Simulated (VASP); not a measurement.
A run of VASP 6.6.1 is set up as follows.

File INCAR:

```
ALGO = Normal ; EDIFF = 1E-7
ENCUT = 520 ; GGA = PE
ISIF = 2 ; ISMEAR = 0
LASPH = True ; LCHARG = False
LREAL = False ; LWAVE = False
NBANDS = 66 ; NELM = 60
PREC = Accurate ; SIGMA = 0.05
```

Contents of KPOINTS:

```
k-points
0
Gamma
  6 6 6
```

File POSCAR:

```
InGa2N3
1.0
    5.0043409607     -2.8865205108      0.0000000000
    5.0043409607      2.8865205108      0.0000000000
    0.0000000000      0.0000000000      5.3903030000
In Ga N
2 4 6
Direct
    0.3252650000      0.6747350000      0.9896960000
    0.6747350000      0.3252650000      0.4896960000
    0.0070880000      0.3338520000      0.9925750000
    0.6661480000      0.9929120000      0.9925750000
    0.9929120000      0.6661480000      0.4925750000
    0.3338520000      0.0070880000      0.4925750000
    0.0268250000      0.3336790000      0.3588830000
    0.6663210000      0.9731750000      0.3588830000
    0.9731750000      0.6663210000      0.8588830000
    0.3336790000      0.0268250000      0.8588830000
    0.3074450000      0.6925550000      0.3953890000
    0.6925550000      0.3074450000      0.8953890000
```

Potentials or basis: VASP PAW PBE potentials, release 64 (In_d, Ga_d, N).

Run with:

```bash
$ cat potpaw_PBE.64/In_d/POTCAR potpaw_PBE.64/Ga_d/POTCAR potpaw_PBE.64/N/POTCAR > POTCAR
$ mpirun -np 1 vasp_std > vasp.out
```

(1) Estimate the largest force.

(2) Estimate the band gap on the k mesh.

(3) Predict the pressure.

Results:

(1) 0.025 eV/Å.

(2) 0.89 eV, direct.

(3) 0.7 GPa.

Caveat: spin-orbit coupling is left out, which moves the levels of the heavy elements.
